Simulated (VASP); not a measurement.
**B5W: single point with PBE**

Crystal: B5W.

```
CELL_PARAMETERS angstrom
4.35728 0.00000 0.00000
-2.17864 3.77351 0.00000
0.00000 0.00000 3.53042
ATOMIC_POSITIONS crystal
B 0.00000 0.50000 0.50000
B 0.33333 0.66667 0.00000
B 0.66667 0.33333 0.00000
B 0.50000 0.00000 0.50000
B 0.50000 0.50000 0.50000
W 0.00000 0.00000 0.00000
```

The cell was built from a structure type or drawn by symmetry, and may not be a known phase.

| Property | Result |
| --- | --- |
| Program | VASP 6.6.1 |
| Task | single point |
| Functional | PBE |
| Potentials or basis | VASP PAW PBE potentials, release 64 (B, W_sv) |
| Cutoff | 520 eV |
| k mesh | 6 × 6 × 6 |
| Occupations | gaussian, width 0.1 eV |
| Spin | no spin polarisation |
| Dipole correction | no |
| Further INCAR settings | ALGO = Normal; EDIFF = 1e-06; NBANDS = 24 |

```
Pressure               : -45.5 GPa
Band gap on the k mesh : zero (an odd number of electrons rules out a gap without spin polarisation)
```

Stress tensor (GPa, compression positive):
```
-41.10   0.00   0.00
  0.00 -41.10   0.00
  0.00   0.00 -54.30
```

Levels at points of the mesh, in eV from the Fermi level:
```csv
k point,band 12,band 13,band 14,band 15,band 16,band 17
"(0.00, 0.00, 0.00)",-4.28,-0.42,-0.42,-0.17,1.11,1.83
"(0.50, 0.00, 0.00)",-2.93,-1.61,-1.40,-0.91,0.49,0.93
"(0.00, 0.00, 0.50)",-3.35,-2.78,-2.78,0.88,0.88,0.94
"(0.50, 0.00, 0.50)",-3.35,-1.84,-0.19,1.29,1.59,1.67
```

Wall time 14 s on 1 thread of Intel(R) Xeon(R) 6975P-C (Granite Rapids) (shared host), peak memory 0.19 GiB.

Caveat: the cell stands under tension; spin-orbit coupling is left out, which moves the levels of the heavy elements.
